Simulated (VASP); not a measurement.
# MnS (Browneite) (F-43m) in VASP: further runs

Runs on MnS (Browneite). Level: PBE. Tasks: single point.

Everything below comes from runs of VASP 6.6.1. Logs are shortened: lines on timing, memory, paths and dates and some standing lists are left out, and cuts for length are marked.

## Step 1: The cell of the first run

The structure is cubic, space group F-43m (No. 216). Conventional cell: a = 4.910 Å, b = 4.910 Å, c = 4.910 Å, α = 90.00°, β = 90.00°, γ = 90.00°. Within 2.8 Å of Mn (site symmetry -43m) lie 4 S at 2.13 Å. Within 2.8 Å of S (site symmetry -43m) lie 4 Mn at 2.13 Å.

## Step 2: Single point, PBE (volume scaled by 0.960)

INCAR reads:

```
  ALGO = Normal
  EDIFF = 1E-6
  ENCUT = 520
  GGA = PE
  ISIF = 2
  ISMEAR = 0
  LASPH = True
  LCHARG = False
  LREAL = False
  LWAVE = False
  NBANDS = 16
  NELM = 60
  PREC = Accurate
  SIGMA = 0.05
```

KPOINTS reads:

```
k-points
0
Gamma
  10 10 10
```

POSCAR reads:

```
MnS
1.0
    0.0000000000      2.4551172414      2.4551172414
    2.4551172414      0.0000000000      2.4551172414
    2.4551172414      2.4551172414      0.0000000000
Mn S
1 1
Direct
    0.0000000000      0.0000000000      0.0000000000
    0.2500000000      0.2500000000      0.2500000000
```

Potentials or basis: VASP PAW PBE potentials, release 64 (Mn_pv, S).

The run is started by

```
cat potpaw_PBE.64/Mn_pv/POTCAR potpaw_PBE.64/S/POTCAR > POTCAR
mpirun -np 1 vasp_std > vasp.out
```

OUTCAR:

```text
EDIFF = 1E-6
   ENCUT = 520
   GGA = PE
   ISIF = 2
   ISMEAR = 0
   LASPH = True
   LREAL = False
   NELM = 60
   PREC = Accurate

 ion  position               nearest neighbor table
   1  0.000  0.000  0.000-   2 2.13   2 2.13   2 2.13   2 2.13
   2  0.250  0.250  0.250-   1 2.13   1 2.13   1 2.13   1 2.13

  LATTYP: Found a face centered cubic cell.
 ALAT       =     4.9102344828

  Lattice vectors:

 A1 = (   0.0000000000,   2.4551172414,   2.4551172414)
 A2 = (   2.4551172414,   0.0000000000,   2.4551172414)
 A3 = (   2.4551172414,   2.4551172414,   0.0000000000)

Analysis of symmetry for initial positions (statically):
=====================================================================
 Subroutine PRICEL returns:
 Original cell was already a primitive cell.

 Routine SETGRP: Setting up the symmetry group for a
 face centered cubic supercell.

 Subroutine GETGRP returns: Found 24 space group operations
 (whereof 24 operations were pure point group operations)
 out of a pool of 48 trial point group operations.

The static configuration has the point symmetry T_d .

Analysis of symmetry for dynamics (positions and initial velocities):
=====================================================================
 Subroutine PRICEL returns:
 Original cell was already a primitive cell.

 Routine SETGRP: Setting up the symmetry group for a
 face centered cubic supercell.

 Subroutine GETGRP returns: Found 24 space group operations
 (whereof 24 operations were pure point group operations)
 out of a pool of 48 trial point group operations.

The dynamic configuration has the point symmetry T_d .

 Subroutine INISYM returns: Found 24 space group operations
 (whereof 24 operations are pure point group operations),
 and found     1 'primitive' translations

----------------------------------------------------------------------------------------

                                     Primitive cell

  volume of cell :      29.5969

  direct lattice vectors                    reciprocal lattice vectors
     0.000000000  2.455117241  2.455117241    -0.203656262  0.203656262  0.203656262
     2.455117241  0.000000000  2.455117241     0.203656262 -0.203656262  0.203656262
     2.455117241  2.455117241  0.000000000     0.203656262  0.203656262 -0.203656262

  length of vectors
[... 80 lines left out ...]
   ENCUT  =  520.0 eV  38.22 Ry    6.18 a.u.   6.46  6.46  6.46*2*pi/ulx,y,z
   NELM   =     60;   NELMIN=  2; NELMDL= -5     # of ELM steps
   EDIFF  = 0.1E-05   stopping-criterion for ELM
   LREAL  =      F    real-space projection
   EDIFFG = 0.1E-04   stopping-criterion for IOM
   NSW    =      0    number of steps for IOM
   IBRION =     -1    ionic relax: 0-MD 1-quasi-New 2-CG
   NFREE  =      0    steps in history (QN), initial steepest desc. (CG)
   ISIF   =      2    stress and relaxation
   ISYM   =      2    0-nonsym 1-usesym 2-fastsym
   POTIM  = 0.5000    time-step for ionic-motion
   TEBEG  =    0.0;   TEEND  =   0.0 temperature during run
   PSTRESS=    0.0 pullay stress
   NELECT =      19.0000    total number of electrons
   NUPDOWN=      -1.0000    fix difference up-down
   EMIN   =  10.00;   EMAX   =-10.00  energy-range for DOS
   EFERMI =   0.00;   METHOD = LEGACY
   ISMEAR =     0;   SIGMA  =   0.05  broadening in eV -4-tet -1-fermi 0-gaus
   EFERMI_NEDOS =   21; number of points for ismear=-14 and -15
   IALGO  =     38    algorithm
   IMIX   =      4    mixing-type and parameters
     AMIX     =   0.40;   BMIX     =  1.00
     AMIX_MAG =   1.60;   BMIX_MAG =  1.00
  volume/ion in A,a.u.               =      14.80        99.86
  Fermi-wavevector in a.u.,A,eV,Ry     =   1.412246  2.668759 27.136001  1.994440
  Thomas-Fermi vector in A             =   2.534015
   LORBIT       =      0    0 simple, 1 ext, 2 COOP (PROOUT), +10 PAW based schemes
   GGA     = PE    functional components
   LHFCALC =     F    Hartree Fock is set to
   AEXX    =    0.0000 exact exchange contribution
   IVDW    =     0    specifies the selected vdW correction
   LEPSILON=     F    determine dielectric tensor
   LRPA    =     F    only Hartree local field effects (RPA)
 non-spin polarized calculation
 Gauss-broadening in eV      SIGMA  =   0.05
  energy-cutoff  :      520.00
  volume of cell :       29.60
 maximum number of plane-waves:       821
 NGX is ok and might be reduce to    28
   NGX = 13   NGY = 13   NGZ = 13

 number of electron      18.9999991 magnetization

 Free energy of the ion-electron system (eV)
  ---------------------------------------------------
  ext. energy  EPLUGINS =         0.00000000
  ---------------------------------------------------
  free energy    TOTEN  =       -13.65353670 eV

  energy without entropy =      -13.64916501  energy(sigma->0) =      -13.65135085

 E-fermi :   7.6566     XC(G=0): -11.3538

 val. band max:        7.6504469250   @ k =  -0.4000   0.4000   0.2000
 cond. band min:       7.6599887506   @ k =   0.5000   0.3000   0.1000
 fundamental gap:      0.0095418256
 Fermi energy:         7.6565583106

 k-point     1 :       0.0000    0.0000    0.0000
  band No.  band energies     occupation
      1     -39.9992      2.00000
      2     -39.9992      2.00000
      3     -39.9992      2.00000
      4      -7.7319      2.00000
      5       2.9149      2.00000
      6       2.9149      2.00000
[... 433 lines left out ...]
      3     -40.0075      2.00000
      4      -6.3568      2.00000
      5       1.2608      2.00000
      6       3.2693      2.00000
[... 8 lines left out ...]
     15      18.8405      0.00000
     16      19.3345      0.00000

 [... further k-points ...]

------------------------ aborting loop because EDIFF is reached ----------------------------------------

  FORCE on cell =-STRESS in cart. coord.  units (eV):
  Direction    XX          YY          ZZ          XY          YZ          ZX
  --------------------------------------------------------------------------------------
  -------------------------------------------------------------------------------------
  Total        1.1590948      1.1590948      1.1590948     -0.0000000      0.0000000      0.0000000
  in kB       62.7455349     62.7455349     62.7455349     -0.0000000      0.0000000      0.0000000
  external PRESSURE =      62.7455349 kB  Pullay stress =       0.0000000 kB

 VOLUME and BASIS-vectors are now :
 -----------------------------------------------------------------------------
  energy-cutoff  :      520.00
  volume of cell :       29.60
      direct lattice vectors                 reciprocal lattice vectors
     0.000000000  2.455117241  2.455117241    -0.203656262  0.203656262  0.203656262
     2.455117241  0.000000000  2.455117241     0.203656262 -0.203656262  0.203656262
     2.455117241  2.455117241  0.000000000     0.203656262  0.203656262 -0.203656262

 POSITION                                       TOTAL-FORCE (eV/Angst)
 -----------------------------------------------------------------------------------
      0.00000      0.00000      0.00000        -0.000000     -0.000000     -0.000000
      1.22756      1.22756      1.22756         0.000000      0.000000      0.000000
 -----------------------------------------------------------------------------------
    total drift:                                0.000001      0.000001      0.000001

  FREE ENERGIE OF THE ION-ELECTRON SYSTEM (eV)
  ---------------------------------------------------
  free  energy   TOTEN  =       -13.6535366998 eV

  energy  without entropy=      -13.6491650076  energy(sigma->0) =      -13.65135085
```

OSZICAR:

```text
N       E                     dE             d eps       ncg     rms          rms(c)
DAV:   1     0.151068240750E+03    0.15107E+03   -0.10714E+04  1512   0.127E+03
DAV:   2    -0.872397015921E+01   -0.15979E+03   -0.15390E+03  1680   0.348E+02
DAV:   3    -0.151084103122E+02   -0.63844E+01   -0.63406E+01  1872   0.754E+01
DAV:   4    -0.151827253244E+02   -0.74315E-01   -0.74308E-01  1720   0.848E+00
DAV:   5    -0.151841469927E+02   -0.14217E-02   -0.14217E-02  1832   0.119E+00    0.164E+01
DAV:   6    -0.154408677213E+02   -0.25672E+00   -0.20023E+01  1512   0.551E+01    0.127E+01
DAV:   7    -0.136768582523E+02    0.17640E+01   -0.75147E+00  1504   0.369E+01    0.538E+00
DAV:   8    -0.136528294575E+02    0.24029E-01   -0.21651E-01  1536   0.512E+00    0.680E-01
DAV:   9    -0.136534328790E+02   -0.60342E-03   -0.17548E-02  1752   0.128E+00    0.232E-01
DAV:  10    -0.136535086679E+02   -0.75789E-04   -0.45727E-04  1696   0.186E-01    0.162E-01
DAV:  11    -0.136535396711E+02   -0.31003E-04   -0.11720E-04  1680   0.987E-02    0.434E-02
DAV:  12    -0.136535373496E+02    0.23215E-05   -0.35245E-05  1744   0.765E-02    0.236E-02
DAV:  13    -0.136535366998E+02    0.64979E-06   -0.64144E-06  1656   0.282E-02
   1 F= -.13653537E+02 E0= -.13651351E+02  d E =-.437169E-02
```

stdout:

```text
POSCAR found type information on POSCAR MnS
 POSCAR found :  2 types and       2 ions
 scaLAPACK will be used
 LDA part: xc-table for (Slater+PW92), standard interpolation
 POSCAR, INCAR and KPOINTS ok, starting setup
 FFT: planning ... GRIDC
 FFT: planning ... GRID_SOFT
 FFT: planning ... GRID
 WAVECAR not read
 entering main loop
```

Run time: 65 s. Hardware: 1 thread of AMD EPYC 7R13, shared host; peak memory 0.13 GiB.

Results:

| Item | Value |
| --- | --- |
| Free energy | -13.6535 eV |
| Pressure | 6.3 GPa |

Caveat: the cell differs from its parent crystal (volume scaled by 0.960); the run has no spin polarisation, though such a crystal can be magnetic; semilocal functionals often make such compounds metallic where correlation or magnetic order opens a gap, which also shifts bond lengths. Spin polarisation is off, so any magnetic state and its effect on volume and gap are missing.

## Step 3: Single point, PBE (volume scaled by 0.980)

INCAR reads:

```
  PREC = Accurate
  ENCUT = 520
  EDIFF = 1E-6
  ISMEAR = 0
  SIGMA = 0.05
  LREAL = False
  LASPH = True
  NELM = 80
  ALGO = Normal
  ISIF = 2
  LWAVE = False
  LCHARG = False
  GGA = PE
  NBANDS = 16
```

KPOINTS reads:

```
regular mesh
0
Gamma
  10 10 10
```

POSCAR reads:

```
MnS
1.0
    0.0000000000      2.4720496195      2.4720496195
    2.4720496195      0.0000000000      2.4720496195
    2.4720496195      2.4720496195      0.0000000000
Mn S
1 1
Direct
    0.0000000000      0.0000000000      0.0000000000
    0.2500000000      0.2500000000      0.2500000000
```

Potentials or basis: VASP PAW PBE potentials, release 64 (Mn_pv, S).

The run is started by

```
cat potpaw_PBE.64/Mn_pv/POTCAR potpaw_PBE.64/S/POTCAR > POTCAR
mpirun -np 1 vasp_std > vasp.out
```

Run time: 59 s. Hardware: 1 thread of AMD EPYC 7R13, shared host; peak memory 0.13 GiB.

Results (log left out):

| Property | Result |
| --- | --- |
| Free energy | -13.6717 eV |
| Pressure | 3.1 GPa |

Levels at points of the mesh, in eV from the Fermi level:
```csv
k point,band 5,band 6,band 7,band 8,band 9,band 10,band 11,band 12,band 13,band 14
"(0.00, 0.00, 0.00)",-4.67,-4.67,-4.67,-0.72,-0.72,3.75,3.75,3.75,3.84,7.97
"(0.50, 0.00, 0.00)",-6.61,-4.38,-4.38,-0.46,-0.46,-0.26,1.98,1.98,5.55,8.68
"(0.50, 0.50, 0.00)",-6.68,-4.02,-4.02,-1.67,-0.14,-0.05,0.31,0.31,5.59,6.87
```

Caveat: the cell differs from its parent crystal (volume scaled by 0.980); the run has no spin polarisation, though such a crystal can be magnetic; semilocal functionals often make such compounds metallic where correlation or magnetic order opens a gap, which also shifts bond lengths.

## Step 4: Single point, PBE

This run uses another cell than the first one, of 15.42 Å³/atom, 1.042 times its volume.

INCAR reads:

```
SYSTEM = MnS
  PREC = Accurate
  ENCUT = 520
  EDIFF = 1E-6
  ISMEAR = 0
  SIGMA = 0.05
  LREAL = .FALSE.
  LASPH = .TRUE.
  NELM = 100
  ALGO = Normal
  ISIF = 2
  LWAVE = .FALSE.
  LCHARG = .TRUE.
  GGA = PE
  LELF = .TRUE.
  LVHAR = .TRUE.
  NBANDS = 16
```

KPOINTS reads:

```
Automatic mesh
0
G
  10 10 10
  0 0 0
```

POSCAR reads:

```
MnS
1.0
    0.0000000000      2.4887531642      2.4887531642
    2.4887531642      0.0000000000      2.4887531642
    2.4887531642      2.4887531642      0.0000000000
Mn S
1 1
Direct
    0.0000000000      0.0000000000      0.0000000000
    0.2500000000      0.2500000000      0.2500000000
```

The run is started by

```
cat potpaw_PBE.64/Mn_pv/POTCAR potpaw_PBE.64/S/POTCAR > POTCAR
mpirun -np 1 vasp_std > vasp.out
```

Wall time 65 s (1 thread of AMD EPYC 7R13, shared host); peak memory 0.14 GiB.

The run converged. Its results:

```
Free energy : -13.6782 eV
Pressure    : 0.2 GPa
```

Levels at points of the mesh, in eV from the Fermi level:
```tsv
k point	band 5	band 6	band 7	band 8	band 9	band 10	band 11	band 12	band 13	band 14
(0.00, 0.00, 0.00)	-4.60	-4.60	-4.60	-0.69	-0.69	3.63	3.63	3.63	3.72	7.90
(0.50, 0.00, 0.00)	-6.52	-4.32	-4.32	-0.45	-0.45	-0.25	1.92	1.92	5.47	8.60
(0.50, 0.50, 0.00)	-6.58	-3.99	-3.99	-1.60	-0.14	-0.05	0.31	0.31	5.49	6.80
```

Caveat: the run has no spin polarisation, though such a crystal can be magnetic; semilocal functionals often make such compounds metallic where correlation or magnetic order opens a gap, which also shifts bond lengths.

## Step 5: Single point, PBE (volume scaled by 1.020)

INCAR reads:

```
SYSTEM = MnS
PREC = Accurate ; ENCUT = 520
EDIFF = 1E-7 ; ISMEAR = 0
SIGMA = 0.05 ; LREAL = .False.
LASPH = .True. ; NELM = 80
ALGO = Normal ; ISIF = 2
LWAVE = .False. ; LCHARG = .True.
GGA = PE ; LELF = .True.
LVHAR = .True. ; NBANDS = 16
```

KPOINTS reads:

```
regular mesh
0
Gamma
  10 10 10
  0 0 0
```

POSCAR reads:

```
MnS
1.0
    0.0000000000      2.5052354536      2.5052354536
    2.5052354536      0.0000000000      2.5052354536
    2.5052354536      2.5052354536      0.0000000000
Mn S
1 1
Direct
    0.0000000000      0.0000000000      0.0000000000
    0.2500000000      0.2500000000      0.2500000000
```

The run is started by

```
cat potpaw_PBE.64/Mn_pv/POTCAR potpaw_PBE.64/S/POTCAR > POTCAR
mpirun -np 1 vasp_std > vasp.out
```

Wall time 79 s (1 thread of AMD EPYC 7R13, shared host); peak memory 0.14 GiB.

The run converged. Its results:

| Item | Value |
| --- | --- |
| Free energy | -13.6744 eV |
| Pressure | -2.3 GPa |

Levels at points of the mesh, in eV from the Fermi level:
| k point | band 7 | band 8 | band 9 | band 10 | band 11 | band 12 |
| --- | --- | --- | --- | --- | --- | --- |
| (0.00, 0.00, 0.00) | -4.53 | -0.67 | -0.67 | 3.52 | 3.52 | 3.52 |
| (0.50, 0.00, 0.00) | -4.26 | -0.43 | -0.43 | -0.25 | 1.87 | 1.87 |
| (0.50, 0.50, 0.00) | -3.95 | -1.53 | -0.15 | -0.05 | 0.31 | 0.31 |

Caveat: the cell differs from its parent crystal (volume scaled by 1.020); the run has no spin polarisation, though such a crystal can be magnetic; semilocal functionals often make such compounds metallic where correlation or magnetic order opens a gap, which also shifts bond lengths.

(Continued in part 2 of 2.)
